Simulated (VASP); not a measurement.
MoS2:

```xyz
6
Lattice="3.1690 0.0000 0.0000 -1.5845 2.7444 0.0000 0.0000 0.0000 12.3240" Properties=species:S:1:pos:R:3 pbc="T T T"
Mo    0.0000    1.8296    3.0810
Mo    1.5845    0.9148    9.2430
S     0.0000    1.8296    7.6779
S     0.0000    1.8296   10.8081
S     1.5845    0.9148    1.5159
S     1.5845    0.9148    4.6461
```

Base run:

- Program: VASP 6.6.1
- Functional: revPBE
- Potentials or basis: VASP PAW PBE potentials, release 64 (Mo_sv, S)
- Cutoff: 500 eV
- k mesh: 9 × 9 × 2
- Occupations: fermi-dirac, width 0.05 eV
- Spin: no spin polarisation

Its results: band gap on the k mesh 1.01 eV (least direct gap 1.66 eV); pressure 3.8 GPa; largest force 0.041 eV/Å.

The run is repeated on the same cell with these changes: functional from revPBE to BLYP. What comes out?

Band gap on the k mesh 0.98 eV (least direct gap 1.66 eV); pressure 9.4 GPa; largest force 0.333 eV/Å.

Caveats: the cell stands under pressure; the PAW data sets were made with another functional, which shifts forces and pressure a little; this functional lacks dispersion, which binds layers or chains, so the pressure and a relaxed spacing across them are unreliable.

A k mesh can miss the band edges.
